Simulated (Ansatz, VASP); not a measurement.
One calculation of TiSi, two programs

```
CELL_PARAMETERS angstrom
1.81618 -2.11762 0.00000
1.81618 2.11762 0.00000
0.00000 0.00000 3.80393
ATOMIC_POSITIONS crystal
Ti 0.50000 0.50000 0.00000
Si 0.00000 0.00000 0.50000
```

Alike in both runs: task single point; functional r2SCAN; k mesh 8 × 8 × 6; occupations gaussian, width 0.1 eV; no spin polarisation.

|  | VASP | Ansatz |
| --- | --- | --- |
| version | VASP 6.6.1 | Ansatz 0.2.0 |
| potentials or method | VASP PAW PBE potentials, release 64 (Ti_sv, Si), cutoff 520 eV | scalar-relativistic, plane waves, PAW |
| valence electrons in the cell | 16 | 16 |

|  | VASP | Ansatz | Ansatz less VASP |
| --- | --- | --- | --- |
| gap on the k mesh at the Fermi level (eV) | none | none | - |
| pressure (GPa) | -1.2 | -1.6 | -0.39 |
| traceless stress, the component that is largest in VASP (GPa) | -1.51 | -1.60 | -0.090 |

VASP's potentials were made for PBE, not for r2SCAN. A gap of «none» marks a metal or a gap that the smearing closes.
